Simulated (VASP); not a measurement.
B: single point with PBE

The system is B.

```
B
1.0
    -1.10171    1.10171    1.10171
     1.10171   -1.10171    1.10171
     1.10171    1.10171   -1.10171
B
1
Direct
  0.00000 0.00000 0.00000
```

```json
{
 "Program": "VASP 6.6.1",
 "Task": "single point",
 "Functional": "PBE",
 "Potentials or basis": "VASP PAW PBE potentials, release 64 (B)",
 "Cutoff": "520 eV",
 "k mesh": "24 × 24 × 24",
 "Occupations": "fermi-dirac, width 0.1 eV",
 "Spin": "no spin polarisation",
 "Dipole correction": "no",
 "Further INCAR settings": "ALGO = Normal; EDIFF = 1e-06; NBANDS = 8"
}
```

The pressure is 42.0 GPa.

Levels at points of the mesh, in eV from the Fermi level:
```
           k point  band 1  band 2  band 3  band 4  band 5  band 6
(0.00, 0.00, 0.00)  -20.35   17.59   17.59   17.59   36.60   36.60
(0.50, 0.00, 0.00)  -10.37   -4.68    9.78   14.11   23.72   28.51
(0.50, 0.50, 0.50)    0.37    0.37    0.37   10.52   10.52   14.20
```

It took 5.6 s on 1 thread of Intel(R) Xeon(R) Platinum 8559C (Emerald Rapids) (shared host), peak memory 0.11 GiB.
